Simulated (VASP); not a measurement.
# SiC (P6_3mc) in VASP: single point with PBE

Aim: the single point of SiC with PBE.

All numbers are computed with VASP 6.6.1; they aren't measurements. Logs are shortened: lines on timing, memory, paths and dates and some standing lists are left out, and cuts for length are marked.

### 1 The cell of the first run

Symmetry: P6_3mc, No. 186, hexagonal system. Conventional cell: a = 3.095 Å, b = 3.095 Å, c = 15.186 Å, α = 90.00°, β = 90.00°, γ = 120.00°. Within 2.5 Å of Si (site symmetry 3m) lie 4 C at 1.90 Å. Within 2.5 Å of Si (site symmetry 3m) lie 4 C at 1.89 to 1.90 Å. Si (site symmetry 3m) has 4 C at 1.89 to 1.90 Å within 2.5 Å. C (site symmetry 3m) has 4 Si at 1.89 to 1.90 Å within 2.5 Å. C (site symmetry 3m) has 4 Si at 1.90 Å within 2.5 Å. Within 2.5 Å of C (site symmetry 3m) lie 4 Si at 1.89 to 1.90 Å.

### 2 Single point, PBE

Input file POSCAR:

```
SiC
1.0
    3.0949980732      0.0000000000      0.0000000000
   -1.5474990366      2.6803469561      0.0000000000
    0.0000000000      0.0000000000     15.1864399598
Si C
6 6
Direct
    0.0000000000      0.0000000000      0.1250399221
    0.0000000000      0.0000000000      0.6250399221
    0.3333333333      0.6666666667      0.2918177992
    0.6666666667      0.3333333333      0.7918177992
    0.3333333333      0.6666666667      0.9583095063
    0.6666666667      0.3333333333      0.4583095063
    0.0000000000      0.0000000000     -0.0003123164
    0.0000000000      0.0000000000      0.4996876836
    0.3333333333      0.6666666667      0.1668296831
    0.6666666667      0.3333333333      0.6668296831
    0.3333333333      0.6666666667      0.8333154056
    0.6666666667      0.3333333333      0.3333154056
```

Input file INCAR.step1:

```
SYSTEM = SiC
ALGO     = Normal         ! electronic algorithm
EDIFF    = 1E-6           ! SCF threshold, eV
ENCUT    = 520            ! plane-wave cutoff, eV
GGA      = PE             ! functional
ISIF     = 2              ! what is computed and relaxed
ISMEAR   = 0              ! smearing method
LASPH    = .True.         ! aspherical terms in the spheres
LCHARG   = .True.         ! write CHGCAR
LREAL    = .False.        ! projectors in reciprocal space
LWAVE    = .False.        ! write WAVECAR
NBANDS   = 36             ! bands
NELM     = 100            ! most SCF steps
PREC     = Accurate       ! precision mode
SIGMA    = 0.02           ! smearing width, eV
```

Input file KPOINTS.step1:

```
k-points
0
Gamma
  12 12 2
  0 0 0
```

Input file INCAR.step2:

```
SYSTEM = SiC
ALGO     = Normal         ! electronic algorithm
EDIFF    = 1E-6           ! SCF threshold, eV
ENCUT    = 520            ! plane-wave cutoff, eV
GGA      = PE             ! functional
ICHARG   = 11             ! starting density
ISIF     = 2              ! what is computed and relaxed
ISMEAR   = -5             ! smearing method
LASPH    = .True.         ! aspherical terms in the spheres
LCHARG   = .False.        ! write CHGCAR
LORBIT   = 11             ! projections on sites
LREAL    = .False.        ! projectors in reciprocal space
LWAVE    = .False.        ! write WAVECAR
NEDOS    = 2001           ! points of the DOS
NELM     = 100            ! most SCF steps
PREC     = Accurate       ! precision mode
SIGMA    = 0.02           ! smearing width, eV
```

Input file KPOINTS.step2:

```
k-points
0
Gamma
  18 18 3
  0 0 0
```

Potentials or basis: VASP PAW PBE potentials, release 64 (Si, C).

Launch:

```
$ cat potpaw_PBE.64/Si/POTCAR potpaw_PBE.64/C/POTCAR > POTCAR
$ cp INCAR.step1 INCAR
$ cp KPOINTS.step1 KPOINTS
$ mpirun -np 1 vasp_std > vasp.out
$ cp INCAR.step2 INCAR
$ cp KPOINTS.step2 KPOINTS
$ mpirun -np 1 vasp_std > vasp.out
```

OUTCAR:

```text
SYSTEM = SiC
   EDIFF = 1E-6
   ENCUT = 520
   GGA = PE
   ICHARG = 11
   ISIF = 2
   ISMEAR = -5
   LASPH = .True.
   LORBIT = 11
   LREAL = .False.
   NELM = 100
   PREC = Accurate

 ion  position               nearest neighbor table
   1  0.000  0.000  0.125-   9 1.90   9 1.90   9 1.90   7 1.90   5 3.10   5 3.10   5 3.10   3 3.10
                             3 3.10   3 3.10
   2  0.000  0.000  0.625-  10 1.90  10 1.90  10 1.90   8 1.90   6 3.10   6 3.10   6 3.10   4 3.10
                             4 3.10   4 3.10
   3  0.333  0.667  0.292-  12 1.89  12 1.89  12 1.89   9 1.90   6 3.10   6 3.10   6 3.10   1 3.10
                             1 3.10   1 3.10
   4  0.667  0.333  0.792-  11 1.89  11 1.89  11 1.89  10 1.90   5 3.10   5 3.10   5 3.10   2 3.10
                             2 3.10   2 3.10
   5  0.333  0.667  0.958-   7 1.89   7 1.89   7 1.89  11 1.90   4 3.10   4 3.10   4 3.10   1 3.10
                             1 3.10   1 3.10
   6  0.667  0.333  0.458-   8 1.89   8 1.89   8 1.89  12 1.90   3 3.10   3 3.10   3 3.10   2 3.10
                             2 3.10   2 3.10
   7  0.000  0.000  1.000-   5 1.89   5 1.89   5 1.89   1 1.90
   8  0.000  0.000  0.500-   6 1.89   6 1.89   6 1.89   2 1.90
   9  0.333  0.667  0.167-   1 1.90   1 1.90   1 1.90   3 1.90
  10  0.667  0.333  0.667-   2 1.90   2 1.90   2 1.90   4 1.90
  11  0.333  0.667  0.833-   4 1.89   4 1.89   4 1.89   5 1.90
  12  0.667  0.333  0.333-   3 1.89   3 1.89   3 1.89   6 1.90

  LATTYP: Found a hexagonal cell.
 ALAT       =     3.0949980732
 C/A-ratio  =     4.9067687929

  Lattice vectors:

 A1 = (   3.0949980732,   0.0000000000,   0.0000000000)
 A2 = (  -1.5474990366,   2.6803469561,   0.0000000000)
 A3 = (   0.0000000000,   0.0000000000,  15.1864399598)

Analysis of symmetry for initial positions (statically):
=====================================================================
 Subroutine PRICEL returns:
 Original cell was already a primitive cell.

 Routine SETGRP: Setting up the symmetry group for a
 hexagonal supercell.

 Subroutine GETGRP returns: Found 12 space group operations
 (whereof  6 operations were pure point group operations)
 out of a pool of 24 trial point group operations.

The static configuration has the point symmetry C_3v.
 The point group associated with its full space group is C_6v.

Analysis of symmetry for dynamics (positions and initial velocities):
=====================================================================
 Subroutine PRICEL returns:
[... 159 lines left out ...]
   AEXX    =    0.0000 exact exchange contribution
   IVDW    =     0    specifies the selected vdW correction
   LEPSILON=     F    determine dielectric tensor
   LRPA    =     F    only Hartree local field effects (RPA)
 non-spin polarized calculation
 Fermi weights with tetrahedron method with Bloechl corrections
  energy-cutoff  :      520.00
  volume of cell :      125.98
 maximum number of plane-waves:      3444
 NGX is ok and might be reduce to    24

 number of electron      48.0000002 magnetization

 Free energy of the ion-electron system (eV)
  ---------------------------------------------------
  ext. energy  EPLUGINS =         0.00000000
  ---------------------------------------------------
  free energy    TOTEN  =       -90.37382572 eV

  energy without entropy =      -90.37382572  energy(sigma->0) =      -90.37382572

 E-fermi :   7.9982     XC(G=0): -11.2907

 val. band max:        7.9888019689   @ k =   0.0000   0.0000   0.0000
 cond. band min:      10.0174165027   @ k =   0.5000  -0.0000   0.3333
 fundamental gap:      2.0286145337
 Fermi energy:         7.9981785496

 k-point     1 :       0.0000    0.0000    0.0000
  band No.  band energies     occupation
      1      -7.3523      2.00000
      2      -6.8370      2.00000
      3      -6.8018      2.00000
      4      -5.3269      2.00000
      5      -5.2984      2.00000
      6      -3.8403      2.00000
[... 805 lines left out ...]
     30      13.1833      0.00000
     31      14.0325      0.00000

 [... further k-points ...]

------------------------ aborting loop because EDIFF is reached ----------------------------------------

  FORCE on cell =-STRESS in cart. coord.  units (eV):
  Direction    XX          YY          ZZ          XY          YZ          ZX
  --------------------------------------------------------------------------------------
  -------------------------------------------------------------------------------------
  Total       -0.0401465     -0.0401465     -0.0334099     -0.0000000      0.0000000      0.0000000
  in kB       -0.5105644     -0.5105644     -0.4248920     -0.0000000      0.0000000      0.0000000
  external PRESSURE =      -0.4820069 kB  Pullay stress =       0.0000000 kB

 VOLUME and BASIS-vectors are now :
 -----------------------------------------------------------------------------
  energy-cutoff  :      520.00
  volume of cell :      125.98
      direct lattice vectors                 reciprocal lattice vectors
     3.094998073  0.000000000  0.000000000     0.323101978  0.186543014  0.000000000
    -1.547499037  2.680346956  0.000000000     0.000000000  0.373086028  0.000000000
     0.000000000  0.000000000 15.186439960     0.000000000  0.000000000  0.065848217

 POSITION                                       TOTAL-FORCE (eV/Angst)
 -----------------------------------------------------------------------------------
      0.00000      0.00000      1.89891        -0.000000      0.000000      0.001042
      0.00000      0.00000      9.49213        -0.000000      0.000000      0.001042
     -0.00000      1.78690      4.43167         0.000000     -0.000000     -0.000399
      1.54750      0.89345     12.02489        -0.000000      0.000000     -0.000399
     -0.00000      1.78690     14.55331        -0.000000      0.000000     -0.000898
      1.54750      0.89345      6.96009         0.000000     -0.000000     -0.000898
      0.00000      0.00000     15.18170         0.000000     -0.000000      0.000382
      0.00000      0.00000      7.58848        -0.000000      0.000000      0.000382
     -0.00000      1.78690      2.53355        -0.000000      0.000000      0.000605
      1.54750      0.89345     10.12677         0.000000     -0.000000      0.000605
     -0.00000      1.78690     12.65509        -0.000000      0.000000     -0.000732
      1.54750      0.89345      5.06187         0.000000      0.000000     -0.000732
 -----------------------------------------------------------------------------------
    total drift:                                0.000000      0.000000     -0.000641

  FREE ENERGIE OF THE ION-ELECTRON SYSTEM (eV)
  ---------------------------------------------------
  free  energy   TOTEN  =       -90.3738257224 eV

  energy  without entropy=      -90.3738257224  energy(sigma->0) =      -90.37382572

 total charge

# of ion       s       p       d       tot
------------------------------------------
    1        0.706   0.959   0.000   1.666
    2        0.706   0.959   0.000   1.666
    3        0.706   0.961   0.000   1.667
    4        0.706   0.961   0.000   1.667
    5        0.707   0.958   0.000   1.665
    6        0.707   0.958   0.000   1.665
    7        0.836   1.696   0.000   2.532
    8        0.836   1.696   0.000   2.532
    9        0.836   1.694   0.000   2.530
   10        0.836   1.694   0.000   2.530
   11        0.836   1.695   0.000   2.531
   12        0.836   1.695   0.000   2.531
--------------------------------------------------
tot          9.255  15.928   0.000  25.183
```

OSZICAR.step1:

```text
N       E                     dE             d eps       ncg     rms          rms(c)
DAV:   1     0.120637138448E+03    0.12064E+03   -0.21745E+04  2736   0.120E+03
DAV:   2    -0.894678684877E+02   -0.21011E+03   -0.19710E+03  3596   0.204E+02
DAV:   3    -0.101078613974E+03   -0.11611E+02   -0.11527E+02  3592   0.458E+01
DAV:   4    -0.101254132546E+03   -0.17552E+00   -0.17517E+00  3504   0.648E+00
DAV:   5    -0.101257820061E+03   -0.36875E-02   -0.36846E-02  3496   0.898E-01    0.212E+01
DAV:   6    -0.906431073862E+02    0.10615E+02   -0.31693E+01  3388   0.207E+01    0.945E+00
DAV:   7    -0.904213570277E+02    0.22175E+00   -0.30840E+00  3608   0.666E+00    0.409E+00
DAV:   8    -0.903773443119E+02    0.44013E-01   -0.18864E-01  3316   0.175E+00    0.128E+00
DAV:   9    -0.903729033035E+02    0.44410E-02   -0.28141E-02  3416   0.775E-01    0.184E-01
DAV:  10    -0.903736053878E+02   -0.70208E-03   -0.22837E-03  3456   0.204E-01    0.959E-02
DAV:  11    -0.903737573627E+02   -0.15197E-03   -0.33573E-04  3192   0.993E-02    0.193E-02
DAV:  12    -0.903737594320E+02   -0.20694E-05   -0.12753E-05  3592   0.174E-02    0.869E-03
DAV:  13    -0.903737609877E+02   -0.15556E-05   -0.17148E-06  2336   0.644E-03    0.204E-03
DAV:  14    -0.903737613990E+02   -0.41137E-06   -0.25073E-07  1960   0.245E-03
   1 F= -.90373761E+02 E0= -.90373761E+02  d E =-.303079E-30
```

Wall time 9 min (1 thread of Intel Xeon 8259CL, shared host); peak memory 0.37 GiB.

Results:

| Property | Result |
| --- | --- |
| Valence electrons inside the program's atomic spheres | Si 1.67; C 2.53 |

Levels at points of the mesh, in eV from the valence-band top:
```csv
k point,band 20,band 21,band 22,band 23,band 24,band 25,band 26,band 27,band 28,band 29
"(0.00, 0.00, 0.00)",-0.30,-0.30,-0.04,0.00,0.00,5.05,5.22,5.63,6.14,6.14
"(0.50, 0.00, 0.00)",-2.24,-1.80,-1.77,-1.65,-1.10,2.03,2.21,3.19,3.87,4.55
```
